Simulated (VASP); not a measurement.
# RuAu (Pm-3m) in VASP: notebook, part 2 of 2

VASP 6.6.1.

### Step 4. Relaxation of cell and atoms, PBEsol, target pressure 2 GPa, at which the enthalpy is minimised

This run uses another cell than the first one, of 15.85 Å³/atom.

INCAR reads:

```
ALGO = Normal
EDIFF = 1E-7
EDIFFG = -0.01
ENCUT = 500
GGA = PS
GGA_COMPAT = False
IBRION = 2
ISIF = 3
ISMEAR = -1
LASPH = True
LCHARG = False
LREAL = False
LWAVE = False
NELM = 120
NELMIN = 4
NSW = 60
PREC = Accurate
PSTRESS = 20.0
SIGMA = 0.05
```

KPOINTS reads:

```
k-points
0
Gamma
  8 8 8
```

POSCAR reads:

```
RuAu
1.0
    3.1648100000      0.0000000000      0.0000000000
    0.0000000000      3.1648100000      0.0000000000
    0.0000000000      0.0000000000      3.1648100000
Ru Au
1 1
Direct
    0.0000000000      0.0000000000      0.0000000000
    0.5000000000      0.5000000000      0.5000000000
```

Potentials or basis: VASP PAW PBE potentials, release 64 (Ru_pv, Au).

The run is started by

```console
> cat potpaw_PBE.64/Ru_pv/POTCAR potpaw_PBE.64/Au/POTCAR > POTCAR
> mpirun -np 1 vasp_std > vasp.out
```

OUTCAR:

```text
EDIFF = 1E-7
   EDIFFG = -0.01
   ENCUT = 500
   GGA = PS
   IBRION = 2
   ISIF = 3
   ISMEAR = -1
   LASPH = True
   LREAL = False
   NELM = 120
   NELMIN = 4
   NSW = 60
   PREC = Accurate
   PSTRESS = 20.0

 ion  position               nearest neighbor table
   1  0.000  0.000  0.000-   2 2.74   2 2.74   2 2.74   2 2.74   2 2.74   2 2.74   2 2.74   2 2.74

   2  0.500  0.500  0.500-   1 2.74   1 2.74   1 2.74   1 2.74   1 2.74   1 2.74   1 2.74   1 2.74

  LATTYP: Found a simple cubic cell.
 ALAT       =     3.1648100000

  Lattice vectors:

 A1 = (   3.1648100000,   0.0000000000,   0.0000000000)
 A2 = (   0.0000000000,   3.1648100000,   0.0000000000)
 A3 = (   0.0000000000,   0.0000000000,   3.1648100000)

Analysis of symmetry for initial positions (statically):
=====================================================================
 Subroutine PRICEL returns:
 Original cell was already a primitive cell.

 Routine SETGRP: Setting up the symmetry group for a
 simple cubic supercell.

 Subroutine GETGRP returns: Found 48 space group operations
 (whereof 48 operations were pure point group operations)
[... 166 lines left out ...]

------------------------ aborting loop because EDIFF is reached ----------------------------------------

  FORCE on cell =-STRESS in cart. coord.  units (eV):
  Direction    XX          YY          ZZ          XY          YZ          ZX
  --------------------------------------------------------------------------------------
  -------------------------------------------------------------------------------------
  Total       -1.7961908     -1.7961908     -1.7961908     -0.0000000      0.0000000      0.0000000
  in kB      -90.7862586    -90.7862586    -90.7862586     -0.0000000      0.0000000      0.0000000
  external PRESSURE =    -110.7862586 kB  Pullay stress =      20.0000000 kB
[... 101 lines left out ...]
--------------------------------------- Ionic step        4  -------------------------------------------

 number of electron      24.9999996 magnetization

 Free energy of the ion-electron system (eV)
  ---------------------------------------------------
  ext. energy  EPLUGINS =         0.00000000
  ---------------------------------------------------
  free energy    TOTEN  =       -12.88150771 eV

  energy without entropy =      -12.85720804  energy(sigma->0) =      -12.86935788

 E-fermi :  11.0774     XC(G=0): -13.6295

 val. band max:       11.0638066418   @ k =   0.3750   0.1250   0.0000
 cond. band min:      11.1349109472   @ k =   0.3750   0.1250   0.1250
 fundamental gap:      0.0711043054
 Fermi energy:        11.0774473780

 k-point     1 :       0.0000    0.0000    0.0000
  band No.  band energies     occupation
      1     -31.4499      2.00000
      2     -31.4499      2.00000
      3     -31.4499      2.00000
      4       1.6379      2.00000
      5       4.0729      2.00000
      6       4.0729      2.00000
[... 433 lines left out ...]
      3     -31.4507      2.00000
      4       4.2689      2.00000
      5       4.3085      2.00000
      6       5.3858      2.00000
[... 8 lines left out ...]
     15      13.4825      0.00000
     16      17.8248      0.00000

 [... further k-points ...]
[... 5 lines left out ...]
  --------------------------------------------------------------------------------------
  -------------------------------------------------------------------------------------
  Total        0.3626011      0.3626011      0.3626011      0.0000000      0.0000000      0.0000000
  in kB       19.2640043     19.2640043     19.2640043      0.0000000      0.0000000      0.0000000
  external PRESSURE =      -0.7359957 kB  Pullay stress =      20.0000000 kB
[... 21 lines left out ...]
  energy  without entropy=      -12.8572080386  energy(sigma->0) =      -12.86935788

  enthalpy is  TOTEN    =       -12.5050531753 eV   P V=        0.3764545381

 reached required accuracy - stopping structural energy minimisation
```

OSZICAR:

```text
N       E                     dE             d eps       ncg     rms          rms(c)
DAV:   1     0.188852925852E+03    0.18885E+03   -0.14235E+04  1128   0.151E+03
DAV:   2    -0.113240342786E+02   -0.20018E+03   -0.19772E+03  1336   0.394E+02
DAV:   3    -0.140809311119E+02   -0.27569E+01   -0.27468E+01  1240   0.522E+01
[... 39 lines left out ...]
DAV:   3    -0.128815164234E+02    0.13893E-03   -0.11546E-03  1152   0.382E-01    0.692E-02
DAV:   4    -0.128815028964E+02    0.13527E-04   -0.10602E-04  1152   0.109E-01    0.294E-02
DAV:   5    -0.128815073440E+02   -0.44476E-05   -0.50396E-06  1248   0.189E-02    0.371E-03
DAV:   6    -0.128815077208E+02   -0.37679E-06   -0.57488E-07  1336   0.824E-03    0.999E-04
DAV:   7    -0.128815077134E+02    0.74538E-08   -0.21795E-08   616   0.149E-03
   4 F= -.12505053E+02 E0= -.12492903E+02  d E =-.564993E-01
```

It took 17 s on 1 thread of Intel Xeon 6975P-C (Granite Rapids), shared host; peak memory 0.15 GiB.

Results:

```
Free energy                                                : -12.8815 eV
Relaxed volume                                             : 15.08 Å³/atom
Relaxed cell                                               : a = 3.113 Å, b = 3.113 Å, c = 3.113 Å, α = 90.00°, β = 90.00°, γ = 90.00°
Space group after relaxing (to 0.1 Å)                      : Pm-3m (No. 221)
Energy change on relaxing (the run minimises the enthalpy) : -18.6 meV/atom
Ionic steps                                                : 4
Pressure after relaxing                                    : 1.9 GPa
Band gap on the k mesh                                     : zero (an odd number of electrons rules out a gap without spin polarisation)
```

The path:
| step | energy change (eV) | largest force (eV/Å) | pressure (GPa) | volume (Å³) |
| --- | --- | --- | --- | --- |
| 1 | 0.0000 | 0.0000 | -9.08 | 31.70 |
| 2 | 0.3433 | 0.0000 | 40.16 | 26.93 |
| 3 | -0.0378 | 0.0000 | 1.52 | 30.20 |
| 4 | -0.0373 | 0.0000 | 1.93 | 30.16 |

Final structure:
```
CELL_PARAMETERS angstrom
3.11266 0.00000 0.00000
0.00000 3.11266 0.00000
0.00000 0.00000 3.11266
ATOMIC_POSITIONS crystal
Ru 0.00000 0.00000 0.00000
Au 0.50000 0.50000 0.50000
```

Levels at points of the mesh, in eV from the Fermi level:
| k point | band 10 | band 11 | band 12 | band 13 | band 14 | band 15 |
| --- | --- | --- | --- | --- | --- | --- |
| (0.00, 0.00, 0.00) | -1.21 | -1.21 | 0.60 | 0.60 | 0.60 | 7.70 |
| (0.50, 0.00, 0.00) | -3.14 | -1.87 | -1.87 | -1.76 | -0.57 | 1.48 |
| (0.50, 0.50, 0.00) | -0.82 | 0.06 | 0.06 | 0.49 | 0.91 | 0.91 |
| (0.50, 0.50, 0.50) | -2.78 | -2.78 | 0.57 | 0.57 | 3.54 | 9.16 |

Caveat: the cell is relaxed towards a set pressure, so the run minimises the enthalpy, not the energy; the PAW data sets were made with another functional, which shifts forces and pressure a little; spin-orbit coupling is left out, which moves the levels of the heavy elements.

### Step 5. Relaxation of cell and atoms, PBEsol, target pressure 5 GPa, at which the enthalpy is minimised

This run uses another cell than the first one, of 15.85 Å³/atom.

INCAR reads:

```
SYSTEM = RuAu
  PREC = Accurate
  ENCUT = 500
  EDIFF = 1E-7
  ISMEAR = -1
  SIGMA = 0.05
  LREAL = .False.
  LASPH = .True.
  NELM = 120
  ALGO = Normal
  ISIF = 3
  LWAVE = .False.
  LCHARG = .False.
  GGA = PS
  IBRION = 2
  NSW = 60
  EDIFFG = -0.01
  PSTRESS = 50.0
  GGA_COMPAT = .False.
  NELMIN = 4
```

KPOINTS reads:

```
regular mesh
0
Gamma
  8 8 8
  0 0 0
```

POSCAR is that of step 4.

Potentials or basis: VASP PAW PBE potentials, release 64 (Ru_pv, Au).

The run is started by

```console
> cat potpaw_PBE.64/Ru_pv/POTCAR potpaw_PBE.64/Au/POTCAR > POTCAR
> mpirun -np 1 vasp_std > vasp.out
```

OUTCAR:

```text
SYSTEM = RuAu
   PREC = Accurate
   ENCUT = 500
   EDIFF = 1E-7
   ISMEAR = -1
   LREAL = .False.
   LASPH = .True.
   NELM = 120
   ISIF = 3
   GGA = PS
   IBRION = 2
   NSW = 60
   EDIFFG = -0.01
   PSTRESS = 50.0
   NELMIN = 4

 ion  position               nearest neighbor table
   1  0.000  0.000  0.000-   2 2.74   2 2.74   2 2.74   2 2.74   2 2.74   2 2.74   2 2.74   2 2.74

   2  0.500  0.500  0.500-   1 2.74   1 2.74   1 2.74   1 2.74   1 2.74   1 2.74   1 2.74   1 2.74

  LATTYP: Found a simple cubic cell.
 ALAT       =     3.1648100000

  Lattice vectors:

 A1 = (   3.1648100000,   0.0000000000,   0.0000000000)
 A2 = (   0.0000000000,   3.1648100000,   0.0000000000)
 A3 = (   0.0000000000,   0.0000000000,   3.1648100000)

Analysis of symmetry for initial positions (statically):
=====================================================================
 Subroutine PRICEL returns:
 Original cell was already a primitive cell.

 Routine SETGRP: Setting up the symmetry group for a
 simple cubic supercell.

 Subroutine GETGRP returns: Found 48 space group operations
 (whereof 48 operations were pure point group operations)
 out of a pool of 48 trial point group operations.

The static configuration has the point symmetry O_h .

Analysis of symmetry for dynamics (positions and initial velocities):
=====================================================================
 Subroutine PRICEL returns:
 Original cell was already a primitive cell.

 Routine SETGRP: Setting up the symmetry group for a
 simple cubic supercell.

 Subroutine GETGRP returns: Found 48 space group operations
 (whereof 48 operations were pure point group operations)
 out of a pool of 48 trial point group operations.

[... 116 lines left out ...]
   EFERMI_NEDOS =   21; number of points for ismear=-14 and -15
   IALGO  =     38    algorithm
   IMIX   =      4    mixing-type and parameters
     AMIX     =   0.40;   BMIX     =  1.00
     AMIX_MAG =   1.60;   BMIX_MAG =  1.00
  volume/ion in A,a.u.               =      15.85       106.96
  Fermi-wavevector in a.u.,A,eV,Ry     =   1.512541  2.858288 31.127146  2.287781
  Thomas-Fermi vector in A             =   2.622452
   LORBIT       =      0    0 simple, 1 ext, 2 COOP (PROOUT), +10 PAW based schemes
   GGA     = PS    functional components
   LHFCALC =     F    Hartree Fock is set to
   AEXX    =    0.0000 exact exchange contribution
   IVDW    =     0    specifies the selected vdW correction
   LEPSILON=     F    determine dielectric tensor
   LRPA    =     F    only Hartree local field effects (RPA)
 conjugate gradient relaxation of ions
 non-spin polarized calculation
  energy-cutoff  :      500.00
  volume of cell :       31.70
 maximum number of plane-waves:       840
 NGX is ok and might be reduce to    24
   NGX = 11   NGY = 11   NGZ = 11

--------------------------------------- Ionic step        1  -------------------------------------------

 number of electron      24.9999992 magnetization

 Free energy of the ion-electron system (eV)
  ---------------------------------------------------
  ext. energy  EPLUGINS =         0.00000000
  ---------------------------------------------------
  free energy    TOTEN  =       -12.84425046 eV

  energy without entropy =      -12.81881108  energy(sigma->0) =      -12.83153077

------------------------ aborting loop because EDIFF is reached ----------------------------------------

  FORCE on cell =-STRESS in cart. coord.  units (eV):
  Direction    XX          YY          ZZ          XY          YZ          ZX
  --------------------------------------------------------------------------------------
  -------------------------------------------------------------------------------------
  Total       -1.7961908     -1.7961908     -1.7961908     -0.0000000      0.0000000      0.0000000
  in kB      -90.7862586    -90.7862586    -90.7862586     -0.0000000      0.0000000      0.0000000
  external PRESSURE =    -140.7862586 kB  Pullay stress =      50.0000000 kB
[... 215 lines left out ...]
--------------------------------------- Ionic step        7  -------------------------------------------

 number of electron      25.0000000 magnetization

 Free energy of the ion-electron system (eV)
  ---------------------------------------------------
  ext. energy  EPLUGINS =         0.00000000
  ---------------------------------------------------
  free energy    TOTEN  =       -12.87383815 eV

  energy without entropy =      -12.84985065  energy(sigma->0) =      -12.86184440

 E-fermi :  11.2890     XC(G=0): -13.7020

 val. band max:       11.2748459269   @ k =   0.3750   0.1250   0.0000
 cond. band min:      11.3242508082   @ k =   0.5000   0.5000   0.0000
 fundamental gap:      0.0494048813
 Fermi energy:        11.2889738308

 k-point     1 :       0.0000    0.0000    0.0000
  band No.  band energies     occupation
      1     -31.2574      2.00000
      2     -31.2574      2.00000
      3     -31.2574      2.00000
      4       1.7425      2.00000
      5       4.1705      2.00000
      6       4.1705      2.00000
[... 433 lines left out ...]
      3     -31.2583      2.00000
      4       4.3762      2.00000
      5       4.4227      2.00000
      6       5.5138      2.00000
[... 8 lines left out ...]
     15      13.7268      0.00000
     16      18.1311      0.00000

 [... further k-points ...]
[... 5 lines left out ...]
  --------------------------------------------------------------------------------------
  -------------------------------------------------------------------------------------
  Total        0.9317162      0.9317162      0.9317162      0.0000000      0.0000000     -0.0000000
  in kB       50.0928837     50.0928837     50.0928837      0.0000000      0.0000000     -0.0000000
  external PRESSURE =       0.0928837 kB  Pullay stress =      50.0000000 kB
[... 21 lines left out ...]
  energy  without entropy=      -12.8498506466  energy(sigma->0) =      -12.86184440

  enthalpy is  TOTEN    =       -11.9438495539 eV   P V=        0.9299885913

 reached required accuracy - stopping structural energy minimisation
```

OSZICAR:

```text
N       E                     dE             d eps       ncg     rms          rms(c)
DAV:   1     0.188852925852E+03    0.18885E+03   -0.14235E+04  1128   0.151E+03
DAV:   2    -0.113240342786E+02   -0.20018E+03   -0.19772E+03  1336   0.394E+02
DAV:   3    -0.140809311119E+02   -0.27569E+01   -0.27468E+01  1240   0.522E+01
[... 67 lines left out ...]
DAV:   3    -0.128738428954E+02    0.88699E-04   -0.72596E-04  1136   0.304E-01    0.548E-02
DAV:   4    -0.128738347885E+02    0.81069E-05   -0.64929E-05  1200   0.853E-02    0.234E-02
DAV:   5    -0.128738378637E+02   -0.30752E-05   -0.30704E-06  1216   0.148E-02    0.294E-03
DAV:   6    -0.128738381544E+02   -0.29070E-06   -0.34489E-07  1328   0.643E-03    0.790E-04
DAV:   7    -0.128738381452E+02    0.92341E-08   -0.13415E-08   576   0.117E-03
   7 F= -.11943850E+02 E0= -.11931856E+02  d E =-.704033E-05
```

It took 27 s on 1 thread of Intel Xeon 6975P-C (Granite Rapids), shared host; peak memory 0.15 GiB.

Results:

```yaml
Free_energy: -12.8738 eV
Relaxed_volume: 14.90 Å³/atom
Relaxed_cell: a = 3.100 Å, b = 3.100 Å, c = 3.100 Å, α = 90.00°, β = 90.00°, γ = 90.00°
Space_group_after_relaxing_to_0.1_Å: Pm-3m (No. 221)
Energy_change_on_relaxing_the_run_minimises_the_enthalpy: -14.8 meV/atom
Ionic_steps: 7
Pressure_after_relaxing: 5.0 GPa
Band_gap_on_the_k_mesh: zero (an odd number of electrons rules out a gap without spin polarisation)
```

Step by step:
```
step  energy change (eV)  largest force (eV/Å)  pressure (GPa)  volume (Å³)
   1              0.0000                0.0000           -9.08        31.70
   2              0.7248                0.0000           62.41        25.73
   3             -0.0323                0.0000            4.16        29.89
   4             -0.0302                0.0000            4.83        29.82
   5             -0.0291                0.0000            5.15        29.78
   6             -0.0307                0.0000            4.68        29.84
   7             -0.0296                0.0000            5.01        29.80
```

Final structure:
```
Ru Au
1.0
     3.10032    0.00000    0.00000
     0.00000    3.10032    0.00000
     0.00000    0.00000    3.10032
Ru Au
1 1
Direct
  0.00000 0.00000 0.00000
  0.50000 0.50000 0.50000
```

Levels at points of the mesh, in eV from the Fermi level:
```csv
k point,band 8,band 9,band 10,band 11,band 12,band 13,band 14,band 15,band 16
"(0.00, 0.00, 0.00)",-4.60,-4.60,-1.22,-1.22,0.62,0.62,0.62,7.74,7.74
"(0.50, 0.00, 0.00)",-4.69,-3.84,-3.21,-1.91,-1.91,-1.76,-0.59,1.51,11.05
"(0.50, 0.50, 0.00)",-2.86,-2.42,-0.84,0.04,0.04,0.50,0.93,0.93,6.11
"(0.50, 0.50, 0.50)",-3.91,-3.91,-2.80,-2.80,0.58,0.58,3.59,8.98,9.25
```

Caveat: the cell is relaxed towards a set pressure, so the run minimises the enthalpy, not the energy; the PAW data sets were made with another functional, which shifts forces and pressure a little; spin-orbit coupling is left out, which moves the levels of the heavy elements.

### Step 6. Summary

```csv
task,cell,gap on the mesh (eV),pressure (GPa)
single point,"a = 3.122 Å, 2 atoms",none,-0.3
relaxation of cell and atoms,"relaxed from a = 3.165 Å, 2 atoms",none,0.0
relaxation of cell and atoms,"relaxed to 2 GPa from a = 3.165 Å, 2 atoms",none,1.9
relaxation of cell and atoms,"relaxed to 5 GPa from a = 3.165 Å, 2 atoms",none,5.0
```

Alike in all rows: level PBEsol; potentials or basis VASP PAW PBE potentials, release 64 (Ru_pv, Au); no spin polarisation; k mesh 8 × 8 × 8; cutoff (eV) 500; smearing fermi-dirac 0.05 eV.

Caveats: the PAW data sets were made with another functional, which shifts forces and pressure a little; spin-orbit coupling is left out, which moves the levels of the heavy elements; the cell is relaxed towards a set pressure, so the run minimises the enthalpy, not the energy (at least some runs).

Absolute energies hang on the potentials; compare differences alone.

The gap in the log of VASP goes by the Fermi energy; the results here count the filled bands.